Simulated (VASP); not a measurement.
# Si (Fd-3m) in VASP: further runs, part 2 of 2

VASP 6.6.1. The steps go on from the part before.

### Step 3. Relaxation of cell and atoms, LDA

This run uses another cell than the first one, of 19.98 Å³/atom, 1.014 times its volume.

File INCAR:

```
ALGO = Normal
EDIFF = 1E-6
EDIFFG = -0.005
ENCUT = 600
IBRION = 2
ISIF = 3
ISMEAR = 0
LASPH = T
LCHARG = F
LREAL = F
LWAVE = F
NELM = 80
NSW = 100
PREC = Accurate
SIGMA = 0.02
```

File KPOINTS:

```
k-points
0
Gamma
  12 12 12
```

File POSCAR:

```
Si
1.0
    0.0000000000      2.7135600000      2.7135600000
    2.7135600000      0.0000000000      2.7135600000
    2.7135600000      2.7135600000      0.0000000000
Si
2
Direct
    0.7500000000      0.7500000000      0.7500000000
    0.5000000000      0.5000000000      0.5000000000
```

Potentials or basis: VASP PAW LDA potentials, release 64 (Si).

Launch:

```bash
cat potpaw_LDA.64/Si/POTCAR > POTCAR
mpirun -np 1 vasp_std > vasp.out
```

OUTCAR:

```text
EDIFF = 1E-6
   EDIFFG = -0.005
   ENCUT = 600
   IBRION = 2
   ISIF = 3
   ISMEAR = 0
   LASPH = T
   LREAL = F
   NELM = 80
   NSW = 100
   PREC = Accurate

 ion  position               nearest neighbor table
   1  0.750  0.750  0.750-   2 2.35   2 2.35   2 2.35   2 2.35
   2  0.500  0.500  0.500-   1 2.35   1 2.35   1 2.35   1 2.35

  LATTYP: Found a face centered cubic cell.
 ALAT       =     5.4271200000

  Lattice vectors:

 A1 = (   0.0000000000,   2.7135600000,   2.7135600000)
 A2 = (   2.7135600000,   0.0000000000,   2.7135600000)
 A3 = (   2.7135600000,   2.7135600000,   0.0000000000)

Analysis of symmetry for initial positions (statically):
=====================================================================
 Subroutine PRICEL returns:
 Original cell was already a primitive cell.

 Routine SETGRP: Setting up the symmetry group for a
 face centered cubic supercell.

 Subroutine GETGRP returns: Found 48 space group operations
 (whereof 24 operations were pure point group operations)
 out of a pool of 48 trial point group operations.

The static configuration has the point symmetry T_d .
 The point group associated with its full space group is O_h .

Analysis of symmetry for dynamics (positions and initial velocities):
=====================================================================
 Subroutine PRICEL returns:
 Original cell was already a primitive cell.

 Routine SETGRP: Setting up the symmetry group for a
 face centered cubic supercell.

 Subroutine GETGRP returns: Found 48 space group operations
 (whereof 24 operations were pure point group operations)
 out of a pool of 48 trial point group operations.

The dynamic configuration has the point symmetry T_d .
 The point group associated with its full space group is O_h .

 Subroutine INISYM returns: Found 48 space group operations
 (whereof 24 operations are pure point group operations),
 and found     1 'primitive' translations

----------------------------------------------------------------------------------------

                                     Primitive cell

  volume of cell :      39.9621

  direct lattice vectors                    reciprocal lattice vectors
     0.000000000  2.713560000  2.713560000    -0.184259792  0.184259792  0.184259792
     2.713560000  0.000000000  2.713560000     0.184259792 -0.184259792  0.184259792
     2.713560000  2.713560000  0.000000000     0.184259792  0.184259792 -0.184259792

  length of vectors
     3.837553354  3.837553354  3.837553354     0.319147321  0.319147321  0.319147321

  position of ions in fractional coordinates (direct lattice)
     0.750000000  0.750000000  0.750000000
     0.500000000  0.500000000  0.500000000

  ion indices of the primitive-cell ions
   primitive index   ion index
                 1           1
                 2           2

----------------------------------------------------------------------------------------

 KPOINTS: k-points

Automatic generation of k-mesh.
 Grid dimensions read from file:
 generate k-points for:   12   12   12

 Generating k-lattice:

  Cartesian coordinates                     Fractional coordinates (reciprocal lattice)
[... 48 lines left out ...]
   NGX,Y,Z   is equivalent  to a cutoff of  13.86, 13.86, 13.86 a.u.
   NGXF,Y,Z  is equivalent  to a cutoff of  27.73, 27.73, 27.73 a.u.
 SYSTEM =  unknown system
   PREC   = accura    normal or accurate (medium, high low for compatibility)
   ISTART =      0    job   : 0-new  1-cont  2-samecut
   ICHARG =      2    charge: 1-file 2-atom 10-const
   ISPIN  =      1    spin polarized calculation?
   LNONCOLLINEAR =      F non collinear calculations
   LSORBIT =      F    spin-orbit coupling
   LASPH  =      T    aspherical Exc in radial PAW
   ENCUT  =  600.0 eV  44.10 Ry    6.64 a.u.   7.66  7.66  7.66*2*pi/ulx,y,z
   NELM   =     80;   NELMIN=  2; NELMDL= -5     # of ELM steps
   EDIFF  = 0.1E-05   stopping-criterion for ELM
   LREAL  =      F    real-space projection
   EDIFFG = -.5E-02   stopping-criterion for IOM
   NSW    =    100    number of steps for IOM
   IBRION =      2    ionic relax: 0-MD 1-quasi-New 2-CG
   NFREE  =      1    steps in history (QN), initial steepest desc. (CG)
   ISIF   =      3    stress and relaxation
   ISYM   =      2    0-nonsym 1-usesym 2-fastsym
   POTIM  = 0.5000    time-step for ionic-motion
   TEBEG  =    0.0;   TEEND  =   0.0 temperature during run
   PSTRESS=    0.0 pullay stress
   NELECT =       8.0000    total number of electrons
   NUPDOWN=      -1.0000    fix difference up-down
   EMIN   =  10.00;   EMAX   =-10.00  energy-range for DOS
   EFERMI =   0.00;   METHOD = LEGACY
   ISMEAR =     0;   SIGMA  =   0.02  broadening in eV -4-tet -1-fermi 0-gaus
   EFERMI_NEDOS =   21; number of points for ismear=-14 and -15
   IALGO  =     38    algorithm
   IMIX   =      4    mixing-type and parameters
     AMIX     =   0.40;   BMIX     =  1.00
     AMIX_MAG =   1.60;   BMIX_MAG =  1.00
  volume/ion in A,a.u.               =      19.98       134.84
  Fermi-wavevector in a.u.,A,eV,Ry     =   0.957684  1.809760 12.478691  0.917158
  Thomas-Fermi vector in A             =   2.086724
   LORBIT       =      0    0 simple, 1 ext, 2 COOP (PROOUT), +10 PAW based schemes
   GGA     = CA    functional components
   LHFCALC =     F    Hartree Fock is set to
   AEXX    =    0.0000 exact exchange contribution
   IVDW    =     0    specifies the selected vdW correction
   LEPSILON=     F    determine dielectric tensor
   LRPA    =     F    only Hartree local field effects (RPA)
 conjugate gradient relaxation of ions
 non-spin polarized calculation
 Gauss-broadening in eV      SIGMA  =   0.02
  energy-cutoff  :      600.00
  volume of cell :       39.96
 maximum number of plane-waves:      1363
   NGX = 15   NGY = 15   NGZ = 15

--------------------------------------- Ionic step        1  -------------------------------------------

 number of electron       7.9999999 magnetization

 Free energy of the ion-electron system (eV)
  ---------------------------------------------------
  ext. energy  EPLUGINS =         0.00000000
  ---------------------------------------------------
  free energy    TOTEN  =       -11.91786230 eV

  energy without entropy =      -11.91786230  energy(sigma->0) =      -11.91786230

------------------------ aborting loop because EDIFF is reached ----------------------------------------

  FORCE on cell =-STRESS in cart. coord.  units (eV):
  Direction    XX          YY          ZZ          XY          YZ          ZX
  --------------------------------------------------------------------------------------
  -------------------------------------------------------------------------------------
  Total       -0.3134652     -0.3134652     -0.3134652     -0.0000000      0.0000000     -0.0000000
  in kB      -12.5675810    -12.5675810    -12.5675810     -0.0000000      0.0000000     -0.0000000
  external PRESSURE =     -12.5675810 kB  Pullay stress =       0.0000000 kB
[... 59 lines left out ...]
--------------------------------------- Ionic step        3  -------------------------------------------

 number of electron       7.9999999 magnetization

 Free energy of the ion-electron system (eV)
  ---------------------------------------------------
  ext. energy  EPLUGINS =         0.00000000
  ---------------------------------------------------
  free energy    TOTEN  =       -11.91997274 eV

  energy without entropy =      -11.91997274  energy(sigma->0) =      -11.91997274

 E-fermi :   6.0128     XC(G=0):  -9.6637

 val. band max:        5.9274119237   @ k =   0.0000   0.0000   0.0000
 cond. band min:       6.3702540918   @ k =   0.4167   0.4167   0.0000
 fundamental gap:      0.4428421681
 Fermi energy:         6.0127572440

 k-point     1 :       0.0000    0.0000    0.0000
  band No.  band energies     occupation
      1      -6.1352      2.00000
      2       5.9274      2.00000
      3       5.9274      2.00000
      4       5.9274      2.00000
      5       8.4580      0.00000
      6       8.4580      0.00000
      7       8.4580      0.00000
      8       9.3129      0.00000
[... 243 lines left out ...]
 k-point    24 :      -0.4167    0.1667    0.0000
  band No.  band energies     occupation
      1      -3.4823      2.00000
      2      -0.9150      2.00000
      3       2.8834      2.00000
      4       4.3155      2.00000
      5       8.0354      0.00000
      6       9.9448      0.00000
      7      10.2842      0.00000
      8      13.8585      0.00000

 [... further k-points ...]

------------------------ aborting loop because EDIFF is reached ----------------------------------------

  FORCE on cell =-STRESS in cart. coord.  units (eV):
  Direction    XX          YY          ZZ          XY          YZ          ZX
  --------------------------------------------------------------------------------------
  -------------------------------------------------------------------------------------
  Total        0.0003136      0.0003136      0.0003136      0.0000000      0.0000000     -0.0000000
  in kB        0.0127404      0.0127404      0.0127404      0.0000000      0.0000000     -0.0000000
  external PRESSURE =       0.0127404 kB  Pullay stress =       0.0000000 kB
[... 17 lines left out ...]
  FREE ENERGIE OF THE ION-ELECTRON SYSTEM (eV)
  ---------------------------------------------------
  free  energy   TOTEN  =       -11.9199727370 eV

  energy  without entropy=      -11.9199727370  energy(sigma->0) =      -11.91997274

 reached required accuracy - stopping structural energy minimisation
```

OSZICAR:

```text
N       E                     dE             d eps       ncg     rms          rms(c)
DAV:   1     0.103465765141E+02    0.10347E+02   -0.37870E+03  1160   0.916E+02
DAV:   2    -0.118489555240E+02   -0.22196E+02   -0.21585E+02  1752   0.917E+01
DAV:   3    -0.121783727904E+02   -0.32942E+00   -0.32942E+00  1480   0.144E+01
[... 17 lines left out ...]
       N       E                     dE             d eps       ncg     rms          rms(c)
DAV:   1    -0.119205523902E+02   -0.16362E-02   -0.19771E-02  1376   0.807E-01    0.130E-01
DAV:   2    -0.119201571599E+02    0.39523E-03   -0.39891E-04  1480   0.137E-01    0.821E-02
DAV:   3    -0.119199732783E+02    0.18388E-03   -0.44749E-04  1424   0.106E-01    0.205E-02
DAV:   4    -0.119199727370E+02    0.54133E-06   -0.42521E-06  1536   0.187E-02
   3 F= -.11919973E+02 E0= -.11919973E+02  d E =-.211043E-02
```

Wall time 28 s (1 thread of Intel Xeon Platinum 8259CL at 2.50GHz (Skylake/Cascade Lake), shared host); peak memory 0.16 GiB.

Results:

```yaml
Free_energy: -11.9200 eV
Relaxed_volume: 19.72 Å³/atom
Relaxed_cell: a = 3.820 Å, b = 3.820 Å, c = 3.820 Å, α = 60.00°, β = 60.00°, γ = 60.00°
Space_group_after_relaxing_to_0.05_Å: Fd-3m (No. 227)
Energy_gained_by_relaxing: 1.1 meV/atom
Ionic_steps: 3
Pressure_after_relaxing: 0.0 GPa
Band_gap_on_the_k_mesh: 0.44 eV, indirect (least direct gap 2.53 eV)
```

Step by step:
| step | energy change (eV) | largest force (eV/Å) | pressure (GPa) | volume (Å³) |
| --- | --- | --- | --- | --- |
| 1 | 0.0000 | 0.0000 | -1.26 | 39.96 |
| 2 | -0.0011 | 0.0000 | 0.93 | 39.06 |
| 3 | -0.0021 | 0.0000 | 0.00 | 39.43 |

Final structure:
```xyz
2
Lattice="0.0000 2.7015 2.7015 2.7015 0.0000 2.7015 2.7015 2.7015 0.0000" Properties=species:S:1:pos:R:3 pbc="T T T"
Si    4.0522    4.0522    4.0522
Si    2.7015    2.7015    2.7015
```

A k mesh can miss the band edges. Zero-point motion and thermal expansion aren't in these numbers.
